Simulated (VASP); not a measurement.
A run of VASP 6.6.1 is set up as follows.

File INCAR:

```
  PREC = Accurate
  ENCUT = 520
  EDIFF = 1E-7
  ISMEAR = 0
  SIGMA = 0.05
  LREAL = F
  LASPH = T
  NELM = 150
  ALGO = Normal
  ISIF = 2
  LWAVE = F
  LCHARG = F
  ISPIN = 2
  MAGMOM = 0.5
  LORBIT = 11
  GGA = PE
  NBANDS = 11
```

The input KPOINTS:

```
regular mesh
0
Gamma
  1 1 22
```

File POSCAR:

```
Mg
1.0
    9.0000000000      0.0000000000      0.0000000000
    0.0000000000      9.3000000000      0.0000000000
    0.0000000000      0.0000000000      3.0768087768
Mg
1
Direct
    0.5000000000      0.5000000000      0.0000000000
```

Potentials or basis: VASP PAW PBE potentials, release 64 (Mg).

Run with:

```sh
$ cat potpaw_PBE.64/Mg/POTCAR > POTCAR
$ mpirun -np 1 vasp_std > vasp.out
```

(1) What does it give for the net moment?

(2) What does it give for the band gap on the k mesh?

Results:

(1) 0.00 μB per cell.

(2) 0.24 eV, indirect (least direct gap 0.56 eV).
